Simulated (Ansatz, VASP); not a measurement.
**TiSn2O6 in VASP and in Ansatz**

```
CELL_PARAMETERS angstrom
-0.01177 3.16189 -0.01471
-0.19289 -0.02347 4.93767
7.41797 -1.60839 -0.02140
ATOMIC_POSITIONS crystal
Ti 0.39551 0.96779 0.68574
Sn 0.65484 0.02500 0.31513
Sn 0.98910 0.49916 0.99189
O 0.42570 0.68994 0.86433
O 0.77338 0.80148 0.56119
O 0.08953 0.81803 0.18925
O 0.88613 0.17911 0.80265
O 0.22877 0.19270 0.46152
O 0.55705 0.32679 0.12830
```

Change from the starting cell: cell x1, atoms moved at random (sigma 0.1 Å) and cell strained at random (1.5 %), then relaxed without symmetry.

Alike in both runs: functional PBE; k mesh 4 × 4 × 4; occupations gaussian, width 0.1 eV; no spin polarisation.

Ansatz relaxed the structure, and its values are those at the end. VASP's run is a single point on that final structure, the one shown.

|  | VASP | Ansatz |
| --- | --- | --- |
| version | VASP 6.6.1 | Ansatz 0.2.0 |
| potentials or method | VASP PAW PBE potentials, release 64 (Ti_sv, Sn_d, O), cutoff 520 eV | scalar-relativistic, plane waves, PAW |
| valence electrons in the cell | 76 | 76 |

|  | VASP | Ansatz | Ansatz less VASP |
| --- | --- | --- | --- |
| gap on the k mesh at the Fermi level (eV) | 1.93 | 1.95 | +0.019 |
| least direct gap on the mesh (eV) | 2.06 | 2.08 | +0.015 |
| pressure (GPa) | 0.6 | 0.0 | -0.60 |
| rms of the force components (eV/Å) | 0.026 | 0.006 | -0.0196 |

With one functional, cell and mesh, what is left measures potentials, basis and numerics.

The k mesh is coarse, so the values compare programs but aren't converged.
